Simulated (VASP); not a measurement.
# SiO2 (P4_2/mnm) in VASP: single point with HSE06

Aim: the single point of SiO2 with HSE06.

Program: VASP 6.6.1. These are calculated values, not measurements. Logs are shortened: lines on timing, memory, paths and dates and some standing lists are left out, and cuts for length are marked.

**1. The cell of the first run**

Symmetry: P4_2/mnm, No. 136, tetragonal system. The conventional cell has a = 4.018 Å, b = 4.018 Å, c = 2.731 Å, α = 90.00°, β = 90.00°, γ = 90.00°. Within 2.3 Å of Si (site symmetry mmm) lie 6 O at 1.72 to 1.77 Å. O (site symmetry m2m) has 3 Si at 1.72 to 1.77 Å and 1 O at 2.24 Å within 2.3 Å.

**2. Single point, HSE06 (epitaxial xy strain -4.0%)**

POSCAR reads:

```
SiO2
1.0
    4.0177812467      0.0000000000      0.0000000000
    0.0000000000      4.0177812467      0.0000000000
    0.0000000000      0.0000000000      2.7314444781
Si O
2 4
Direct
    0.0000000000      0.0000000000      0.0000000000
    0.5000000000      0.5000000000      0.5000000000
    0.3032115797      0.3032115797      0.0000000000
    0.1967884203      0.8032115797      0.5000000000
    0.8032115797      0.1967884203      0.5000000000
    0.6967884203      0.6967884203      0.0000000000
```

INCAR.step1 reads:

```
SYSTEM = SiO2
PREC = Accurate
ENCUT = 520
EDIFF = 1E-5
ISMEAR = 0
SIGMA = 0.01
LREAL = .FALSE.
LASPH = .TRUE.
NELM = 100
ALGO = Normal
ISIF = 2
LWAVE = .TRUE.
NBANDS = 25
GGA = PE
KPAR = 4
```

INCAR.step2 reads:

```
SYSTEM = SiO2
PREC = Accurate
ENCUT = 520
EDIFF = 1E-6
ISMEAR = 0
SIGMA = 0.01
LREAL = .FALSE.
LASPH = .TRUE.
NELM = 100
ALGO = Normal
ISIF = 2
LWAVE = .FALSE.
LCHARG = .TRUE.
GGA = PE
LHFCALC = .TRUE.
HFSCREEN = 0.2079
PRECFOCK = Fast
LVHAR = .TRUE.
NBANDS = 25
ISTART = 1
KPAR = 4
```

KPOINTS reads:

```
regular mesh
0
G
  4 4 6
  0 0 0
```

Potentials or basis: VASP PAW PBE potentials, release 64 (Si, O).

Started as:

```
$ cat potpaw_PBE.64/Si/POTCAR potpaw_PBE.64/O/POTCAR > POTCAR
$ cp INCAR.step1 INCAR
$ mpirun -np 4 vasp_std > vasp.out
$ cp INCAR.step2 INCAR
$ mpirun -np 4 vasp_std > vasp.out
```

OUTCAR:

```text
SYSTEM = SiO2
   PREC = Accurate
   ENCUT = 520
   EDIFF = 1E-6
   ISMEAR = 0
   LREAL = .FALSE.
   LASPH = .TRUE.
   NELM = 100
   ISIF = 2
   GGA = PE
   LHFCALC = .TRUE.
   HFSCREEN = 0.2079
   PRECFOCK = Fast
   ISTART = 1

 ion  position               nearest neighbor table
   1  0.000  0.000  0.000-   3 1.72   6 1.72   5 1.77   4 1.77   4 1.77   5 1.77
   2  0.500  0.500  0.500-   4 1.72   5 1.72   3 1.77   6 1.77   3 1.77   6 1.77
   3  0.303  0.303  0.000-   1 1.72   2 1.77   2 1.77
   4  0.197  0.803  0.500-   2 1.72   1 1.77   1 1.77
   5  0.803  0.197  0.500-   2 1.72   1 1.77   1 1.77
   6  0.697  0.697  0.000-   1 1.72   2 1.77   2 1.77

  LATTYP: Found a simple tetragonal cell.
 ALAT       =     4.0177812467
 C/A-ratio  =     0.6798390232

  Lattice vectors:

 A1 = (   4.0177812467,   0.0000000000,   0.0000000000)
 A2 = (   0.0000000000,   4.0177812467,   0.0000000000)
 A3 = (   0.0000000000,   0.0000000000,   2.7314444781)

Analysis of symmetry for initial positions (statically):
=====================================================================
 Subroutine PRICEL returns:
 Original cell was already a primitive cell.

 Routine SETGRP: Setting up the symmetry group for a
 simple tetragonal supercell.

 Subroutine GETGRP returns: Found 16 space group operations
 (whereof  8 operations were pure point group operations)
 out of a pool of 16 trial point group operations.

The static configuration has the point symmetry D_2h.
 The point group associated with its full space group is D_4h.

Analysis of symmetry for dynamics (positions and initial velocities):
=====================================================================
 Subroutine PRICEL returns:
 Original cell was already a primitive cell.

 Routine SETGRP: Setting up the symmetry group for a
 simple tetragonal supercell.

 Subroutine GETGRP returns: Found 16 space group operations
 (whereof  8 operations were pure point group operations)
 out of a pool of 16 trial point group operations.

The dynamic configuration has the point symmetry D_2h.
 The point group associated with its full space group is D_4h.

 Subroutine INISYM returns: Found 16 space group operations
 (whereof  8 operations are pure point group operations),
 and found     1 'primitive' translations

----------------------------------------------------------------------------------------

                                     Primitive cell

  volume of cell :      44.0925

  direct lattice vectors                    reciprocal lattice vectors
     4.017781247  0.000000000  0.000000000     0.248893590  0.000000000  0.000000000
     0.000000000  4.017781247  0.000000000     0.000000000  0.248893590  0.000000000
     0.000000000  0.000000000  2.731444478     0.000000000  0.000000000  0.366106655

  length of vectors
     4.017781247  4.017781247  2.731444478     0.248893590  0.248893590  0.366106655

  position of ions in fractional coordinates (direct lattice)
     0.000000000  0.000000000  0.000000000
     0.500000000  0.500000000  0.500000000
     0.303211580  0.303211580  0.000000000
     0.196788420  0.803211580  0.500000000
     0.803211580  0.196788420  0.500000000
     0.696788420  0.696788420  0.000000000

  ion indices of the primitive-cell ions
   primitive index   ion index
                 1           1
                 2           2
                 3           3
                 4           4
                 5           5
                 6           6

----------------------------------------------------------------------------------------

 KPOINTS: regular mesh

Automatic generation of k-mesh.
 Grid dimensions read from file:
 generate k-points for:    4    4    6

 Generating k-lattice:

  Cartesian coordinates                     Fractional coordinates (reciprocal lattice)
     0.062223398  0.000000000  0.000000000     0.250000000  0.000000000  0.000000000
     0.000000000  0.062223398  0.000000000     0.000000000  0.250000000  0.000000000
     0.000000000  0.000000000  0.061017776     0.000000000  0.000000000  0.166666667

  Length of vectors
     0.062223398  0.062223398  0.061017776

  Shift w.r.t. Gamma in fractional coordinates (k-lattice)
     0.000000000  0.000000000  0.000000000

 Subroutine IBZKPT returns following result:
 ===========================================

 Found     24 irreducible k-points:

 Following reciprocal coordinates:
            Coordinates               Weight
  0.000000  0.000000  0.000000      1.000000
  0.250000  0.000000  0.000000      4.000000
  0.500000  0.000000  0.000000      2.000000
  0.250000  0.250000  0.000000      4.000000
  0.500000  0.250000  0.000000      4.000000
  0.500000  0.500000  0.000000      1.000000
[... 16 lines left out ...]
  0.500000  0.250000  0.500000      4.000000
  0.500000  0.500000  0.500000      1.000000
   k-points           NKPTS =     24   k-points in BZ     NKDIM =     96   number of bands    NBANDS=     25
   number of dos      NEDOS =    301   number of ions     NIONS =      6
   total plane-waves  NPLWV =  18000
   dimension x,y,z NGX =    30 NGY =   30 NGZ =   20
   dimension x,y,z NGXF=    60 NGYF=   60 NGZF=   40
   ions per type =               2   4
   NGX,Y,Z   is equivalent  to a cutoff of  12.41, 12.41, 12.17 a.u.
   NGXF,Y,Z  is equivalent  to a cutoff of  24.83, 24.83, 24.35 a.u.
 SYSTEM =  SiO2
   PREC   = accura    normal or accurate (medium, high low for compatibility)
   ISTART =      1    job   : 0-new  1-cont  2-samecut
   ICHARG =      0    charge: 1-file 2-atom 10-const
   ISPIN  =      1    spin polarized calculation?
   LNONCOLLINEAR =      F non collinear calculations
   LSORBIT =      F    spin-orbit coupling
   LASPH  =      T    aspherical Exc in radial PAW
   ENCUT  =  520.0 eV  38.22 Ry    6.18 a.u.   7.47  7.47  5.08*2*pi/ulx,y,z
   NELM   =    100;   NELMIN=  2; NELMDL=  0     # of ELM steps
   EDIFF  = 0.1E-05   stopping-criterion for ELM
   LREAL  =      F    real-space projection
   EDIFFG = 0.1E-04   stopping-criterion for IOM
   NSW    =      0    number of steps for IOM
   IBRION =     -1    ionic relax: 0-MD 1-quasi-New 2-CG
   NFREE  =      0    steps in history (QN), initial steepest desc. (CG)
   ISIF   =      2    stress and relaxation
   ISYM   =      3    0-nonsym 1-usesym 2-fastsym
   POTIM  = 0.5000    time-step for ionic-motion
   TEBEG  =    0.0;   TEEND  =   0.0 temperature during run
   PSTRESS=    0.0 pullay stress
   NELECT =      32.0000    total number of electrons
   NUPDOWN=      -1.0000    fix difference up-down
   EMIN   =  10.00;   EMAX   =-10.00  energy-range for DOS
   EFERMI =   0.00;   METHOD = LEGACY
   ISMEAR =     0;   SIGMA  =   0.01  broadening in eV -4-tet -1-fermi 0-gaus
   EFERMI_NEDOS =   21; number of points for ismear=-14 and -15
   IALGO  =     38    algorithm
   IMIX   =      1    mixing-type and parameters
     AMIX     =   0.40;   BMIX     =  1.00
     AMIX_MAG =   1.60;   BMIX_MAG =  1.00
  volume/ion in A,a.u.               =       7.35        49.59
  Fermi-wavevector in a.u.,A,eV,Ry     =   1.471194  2.780153 29.448596  2.164411
  Thomas-Fermi vector in A             =   2.586359
   LORBIT       =      0    0 simple, 1 ext, 2 COOP (PROOUT), +10 PAW based schemes
   GGA     = PE    functional components
   LHFCALC =     T    Hartree Fock is set to
   PRECFOCK=fast      Normal, Fast or Accurate (Low or Medium for compatibility)
   ENCUT4O =  -1.0   cutoff for four orbital integrals eV
   NKREDX  =     1    reduce k-point grid by
   NKREDY  =     1    reduce k-point grid by
   NKREDZ  =     1    reduce k-point grid by
   AEXX    =    0.2500 exact exchange contribution
   HFSCREEN=    0.2079 screening length (either q_TF or 0.3 A-1)
   HFSCREENC=   0.2079 screening length for correlation (either q_TF or 0.3 A-1)
   ENCUTFOCK=  -1.0 apply spherical cutoff to Coloumb kernel
   IVDW    =     0    specifies the selected vdW correction
   LEPSILON=     F    determine dielectric tensor
   LRPA    =     F    only Hartree local field effects (RPA)
 non-spin polarized calculation
 Gauss-broadening in eV      SIGMA  =   0.01
  energy-cutoff  :      520.00
  volume of cell :       44.09
 maximum number of plane-waves:      1218
 NGX is ok and might be reduce to    30
  NGX = 18; NGY = 18; NGZ = 12

 number of electron      31.9999987 magnetization

 Free energy of the ion-electron system (eV)
  ---------------------------------------------------
  ext. energy  EPLUGINS =         0.00000000
  ---------------------------------------------------
  free energy    TOTEN  =       -57.01249252 eV

  energy without entropy =      -57.01249252  energy(sigma->0) =      -57.01249252

 E-fermi :   7.8266     XC(G=0): -10.2828

 val. band max:        7.6803277259   @ k =   0.0000   0.0000   0.0000
 cond. band min:      15.7719018552   @ k =   0.0000   0.0000   0.0000
 fundamental gap:      8.0915741294
 Fermi energy:         7.8266018701

 k-point     1 :       0.0000    0.0000    0.0000
  band No.  band energies     occupation
      1     -17.0713      2.00000
      2     -12.8686      2.00000
      3     -12.8686      2.00000
      4     -12.2777      2.00000
      5      -4.2370      2.00000
      6       0.5389      2.00000
[... 17 lines left out ...]
     24      26.3611      0.00000
     25      26.8468      0.00000

 k-point     2 :       0.2500    0.0000    0.0000
  band No.  band energies     occupation
      1     -16.6832      2.00000
      2     -14.0496      2.00000
      3     -12.6724      2.00000
      4     -11.9500      2.00000
      5      -3.6575      2.00000
      6      -0.4797      2.00000
[... 17 lines left out ...]
     24      24.9583      0.00000
     25      25.5217      0.00000

 k-point     3 :       0.5000    0.0000    0.0000
  band No.  band energies     occupation
      1     -15.5885      2.00000
      2     -15.5885      2.00000
      3     -12.2190      2.00000
      4     -12.2190      2.00000
      5      -2.2922      2.00000
      6      -2.2922      2.00000
[... 552 lines left out ...]
 k-point    23 :       0.5000    0.2500    0.5000
  band No.  band energies     occupation
      1     -13.7346      2.00000
      2     -13.7346      2.00000
      3     -12.5249      2.00000
      4     -12.5249      2.00000
      5      -3.4955      2.00000
      6      -3.4955      2.00000
[... 17 lines left out ...]
     24      24.0518      0.00000
     25      25.7960      0.00000

 k-point    24 :       0.5000    0.5000    0.5000
  band No.  band energies     occupation
      1     -13.6796      2.00000
      2     -13.6796      2.00000
      3     -12.4773      2.00000
      4     -12.4773      2.00000
      5      -4.1406      2.00000
      6      -4.1406      2.00000
[... 17 lines left out ...]
     24      24.2905      0.00000
     25      26.3752      0.00000

------------------------ aborting loop because EDIFF is reached ----------------------------------------

  FORCE on cell =-STRESS in cart. coord.  units (eV):
  Direction    XX          YY          ZZ          XY          YZ          ZX
  --------------------------------------------------------------------------------------
  -------------------------------------------------------------------------------------
  Total        7.1849114      7.1849114     -0.6783372     -0.0000000      0.0000000      0.0000000
  in kB      261.0760572    261.0760572    -24.6485449     -0.0000000      0.0000000      0.0000000
  external PRESSURE =     165.8345231 kB  Pullay stress =       0.0000000 kB

 VOLUME and BASIS-vectors are now :
 -----------------------------------------------------------------------------
  energy-cutoff  :      520.00
  volume of cell :       44.09
      direct lattice vectors                 reciprocal lattice vectors
     4.017781247  0.000000000  0.000000000     0.248893590  0.000000000  0.000000000
     0.000000000  4.017781247  0.000000000     0.000000000  0.248893590  0.000000000
     0.000000000  0.000000000  2.731444478     0.000000000  0.000000000  0.366106655

 POSITION                                       TOTAL-FORCE (eV/Angst)
 -----------------------------------------------------------------------------------
      0.00000      0.00000      0.00000         0.000000      0.000000      0.000000
      2.00889      2.00889      1.36572         0.000000      0.000000      0.000000
      1.21824      1.21824      0.00000         0.037774      0.037774      0.000000
      0.79065      3.22713      1.36572        -0.037774      0.037774      0.000000
      3.22713      0.79065      1.36572         0.037774     -0.037774      0.000000
      2.79954      2.79954      0.00000        -0.037774     -0.037774      0.000000
 -----------------------------------------------------------------------------------
    total drift:                               -0.000000      0.000000      0.000000

  FREE ENERGIE OF THE ION-ELECTRON SYSTEM (eV)
  ---------------------------------------------------
  free  energy   TOTEN  =       -57.0124925176 eV

  energy  without entropy=      -57.0124925176  energy(sigma->0) =      -57.01249252
```

It took 10 min on 4 MPI ranks of Oxide Virtual Turin-like, shared host; peak memory 0.24 GiB.

Results:

```yaml
Free_energy: -57.0125 eV
Pressure: 16.6 GPa
Largest_force: 0.053 eV/Å
Band_gap_on_the_k_mesh: 8.09 eV
```

Forces on the atoms (eV/Å):
```
Si   0.000  0.000  0.000
Si   0.000  0.000  0.000
O    0.038  0.038  0.000
O   -0.038  0.038  0.000
O    0.038 -0.038  0.000
O   -0.038 -0.038  0.000
```

Levels at points of the mesh, in eV from the valence-band top:
| k point | band 12 | band 13 | band 14 | band 15 | band 16 | band 17 | band 18 | band 19 | band 20 | band 21 |
| --- | --- | --- | --- | --- | --- | --- | --- | --- | --- | --- |
| (0.00, 0.00, 0.00) | -3.49 | -2.52 | -0.80 | -0.80 | 0.00 | 8.09 | 8.43 | 10.11 | 10.11 | 13.27 |
| (0.50, 0.00, 0.00) | -4.31 | -2.85 | -2.85 | -1.04 | -1.04 | 10.03 | 10.03 | 10.94 | 10.94 | 14.51 |
| (0.50, 0.50, 0.00) | -3.70 | -3.17 | -3.17 | -2.37 | -2.37 | 9.80 | 9.80 | 12.22 | 12.22 | 16.77 |
| (0.00, 0.00, 0.50) | -4.83 | -3.76 | -3.76 | -2.93 | -2.93 | 12.32 | 12.32 | 15.33 | 15.33 | 16.31 |
| (0.50, 0.00, 0.50) | -4.37 | -2.22 | -2.22 | -1.91 | -1.91 | 11.69 | 11.69 | 13.38 | 13.38 | 14.95 |
| (0.50, 0.50, 0.50) | -4.38 | -1.73 | -1.73 | -1.58 | -1.58 | 10.12 | 10.12 | 13.95 | 13.95 | 14.23 |

Caveat: the cell differs from its parent crystal (epitaxial xy strain -4.0%); the stress differs along the axes, from -2 to 26 GPa; the structure was generated, so it needn't be the stable form of SiO2; the PAW data sets were made with another functional, which shifts forces and pressure a little.
